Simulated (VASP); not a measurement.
Here is a VASP 6.6.1 calculation.

File INCAR:

```
  PREC = Accurate
  ENCUT = 520
  EDIFF = 1E-6
  ISMEAR = 0
  SIGMA = 0.1
  LREAL = False
  LASPH = True
  NELM = 80
  ALGO = Normal
  ISIF = 2
  LWAVE = False
  LCHARG = False
  NBANDS = 14
```

KPOINTS

```
regular mesh
0
Gamma
  16 16 16
```

The input POSCAR:

```
HfN
1.0
    0.0000000000      2.2340258475      2.2340258475
    2.2340258475      0.0000000000      2.2340258475
    2.2340258475      2.2340258475      0.0000000000
Hf N
1 1
Direct
    0.0000000000      0.0000000000      0.0000000000
    0.5000000000      0.5000000000      0.5000000000
```

Potentials or basis: VASP PAW LDA potentials, release 64 (Hf_pv, N).

Launch:

```sh
$ cat potpaw_LDA.64/Hf_pv/POTCAR potpaw_LDA.64/N/POTCAR > POTCAR
$ mpirun -np 1 vasp_std > vasp.out
```

(1) Estimate the pressure.

## Answers

(1) -1.2 GPa.
